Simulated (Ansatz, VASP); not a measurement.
## One calculation of KBr, two programs

File POSCAR:

```
KBr
1.0
    0.0000000000      3.7019459889      3.7019459889
    3.7019459889      0.0000000000      3.7019459889
    3.7019459889      3.7019459889      0.0000000000
K Br
1 1
Direct
    0.0000000000      0.0000000000      0.0000000000
    0.2500000000      0.2500000000      0.2500000000
```

INCAR.step1

```
PREC = Accurate
ENCUT = 520
EDIFF = 1E-5
ISMEAR = 0
SIGMA = 0.01
LREAL = F
LASPH = T
NELM = 100
ALGO = Normal
ISIF = 2
LWAVE = T
LCHARG = F
GGA = PE
NBANDS = 15
```

The input INCAR.step2:

```
PREC = Accurate
ENCUT = 520
EDIFF = 1E-7
ISMEAR = 0
SIGMA = 0.01
LREAL = F
LASPH = T
NELM = 100
ALGO = Normal
ISIF = 2
LWAVE = F
LCHARG = F
GGA = PE
LHFCALC = T
HFSCREEN = 0.2079
PRECFOCK = Normal
ISTART = 1
NBANDS = 15
```

File KPOINTS:

```
regular mesh
0
Gamma
  4 4 4
```

Input for Ansatz:

```yaml
crystal:
  lattice:
    - [0.0, 3.7019459889, 3.7019459889]
    - [3.7019459889, 0.0, 3.7019459889]
    - [3.7019459889, 3.7019459889, 0.0]
  atoms:
    - { symbol: K, position: [0.0, 0.0, 0.0] }
    - { symbol: Br, position: [0.25, 0.25, 0.25] }
kpoints:
  mp_grid: { grid: [4, 4, 4] }
  band_path:
    path:
      - [0.0, 0.0, 0.0]
      - [-0.5, -0.5, 0.0]
      - [-0.375, -0.375, 0.25]
      - [-0.375, 0.0, 0.375]
      - [0.0, 0.0, 0.5]
      - [-0.5, -0.25, 0.25]
      - [0.0, 0.229167, -0.229167]
    npoints: 1
hamiltonian:
  xc: hse06
scf:
  occupations: { method: fixed }
  n_extra_bands: 4
output:
  forces: true
  stress: true
  eigenvalues: true
  write_density: true
  write_potential: true
  elf: true
  volumetric_format: npy
```

Change from the starting cell: hydrostatic strain +0.4%.

Alike in both runs: task single point; functional HSE06; k mesh 4 × 4 × 4; no spin polarisation.

```csv
,VASP,Ansatz
version,VASP 6.6.1,Ansatz 0.2.0
potentials or method,"VASP PAW PBE potentials, release 64 (K_sv, Br)","plane waves, PAW"
plane-wave cutoff (eV),520,420
occupations,"gaussian, width 0.01 eV",fixed
valence electrons in the cell,16,16
```

|  | VASP | Ansatz | Ansatz less VASP |
| --- | --- | --- | --- |
| gap on the k mesh at the Fermi level (eV) | 5.37 | 5.37 | +0.001 |
| pressure (GPa) | 0.0 | 0.0 | -0.01 |

Ansatz's warnings: stress exchange threshold loose, stress scf threshold loose, xc potential rough in thin density.
